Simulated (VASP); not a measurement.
A run of VASP 6.6.1 is set up as follows.

INCAR

```
SYSTEM = Bi
PREC = Accurate
ENCUT = 520
EDIFF = 1E-7
ISMEAR = -1
SIGMA = 0.08
LREAL = .FALSE.
LASPH = .TRUE.
NELM = 80
ALGO = Normal
ISIF = 2
LWAVE = .FALSE.
LCHARG = .FALSE.
GGA = PS
NBANDS = 22
```

KPOINTS

```
regular mesh
0
G
  9 9 3
  0 0 0
```

The input POSCAR:

```
Bi
1.0
    4.5390002997      0.0000000000      0.0000000000
   -2.2695001499      3.9308895674      0.0000000000
    0.0000000000      0.0000000000     11.7107100000
Bi
2
Direct
    0.3333333333      0.6666666667      0.2500000000
    0.6666666667      0.3333333333      0.7500000000
```

Potentials or basis: VASP PAW PBE potentials, release 64 (Bi_d).

The run is started by

```bash
$ cat potpaw_PBE.64/Bi_d/POTCAR > POTCAR
$ mpirun -np 1 vasp_std > vasp.out
```

What does it give for the pressure?

-3.5 GPa.

Predict the band gap on the k mesh.

zero (band 15 reaches 0.30 eV, above the bottom of band 16 at -1.83 eV).

Stress tensor (GPa, compression positive):
```
-5.05  0.00  0.00
 0.00 -5.05  0.00
 0.00  0.00 -0.43
```

Caveat: the cell differs from its parent crystal (zz strain of -1 %); the PAW data sets were made with another functional, which shifts forces and pressure a little; spin-orbit coupling is left out, which moves the levels of the heavy elements.
